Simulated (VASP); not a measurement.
Pt: single point with LDA

The system is Pt.

```
Pt
1.0
     0.00000    1.94683    1.87869
     2.10745    0.00000    1.87869
     2.10745    1.94683    0.00000
Pt
1
Cartesian
  0.0000 0.0000 0.0000
```

This cell differs from its parent crystal: normal strain along x +0.0825, normal strain along z -0.0350.

```
Program                : VASP 6.6.1
Task                   : single point
Functional             : LDA
Potentials or basis    : VASP PAW LDA potentials, release 64 (Pt)
Cutoff                 : 520 eV
k mesh                 : 20 × 20 × 20
Occupations            : gaussian, width 0.15 eV
Spin                   : no spin polarisation
Dipole correction      : no
Further INCAR settings : ALGO = Fast; EDIFF = 1e-07; NBANDS = 11
```

| Property | Result |
| --- | --- |
| Pressure | -9.9 GPa |
| Band gap on the k mesh | zero (bands 5 and 6 overlap by 2.57 eV) |

Stress tensor (GPa, compression positive):
```
-17.09   0.00   0.00
  0.00  -6.78   0.00
  0.00   0.00  -5.88
```

Levels at points of the mesh, in eV from the Fermi level:
| k point | band 2 | band 3 | band 4 | band 5 | band 6 | band 7 | band 8 | band 9 |
| --- | --- | --- | --- | --- | --- | --- | --- | --- |
| (0.00, 0.00, 0.00) | -4.38 | -3.37 | -3.01 | -2.29 | -0.88 | 14.89 | 18.04 | 19.82 |
| (0.50, 0.00, 0.00) | -4.24 | -3.10 | -0.32 | -0.17 | 0.32 | 5.79 | 13.97 | 18.16 |
| (0.50, 0.50, 0.00) | -6.34 | -0.03 | 0.07 | 0.97 | 2.86 | 10.01 | 10.28 | 10.68 |
| (0.50, 0.00, 0.50) | -6.27 | -0.13 | -0.08 | 1.06 | 2.14 | 9.13 | 10.83 | 11.49 |
| (0.00, 0.50, 0.50) | -6.42 | 0.15 | 0.33 | 0.56 | 0.72 | 7.08 | 12.38 | 12.65 |

It took 6.4 min on 1 thread of Intel Xeon 8259CL (shared host), peak memory 0.27 GiB.

Caveat: the cell differs from its parent crystal (normal strain along x +0.0825, normal strain along z -0.0350); the stress differs along the axes, from -17 to -6 GPa; spin-orbit coupling is left out, which moves the levels of the heavy elements.
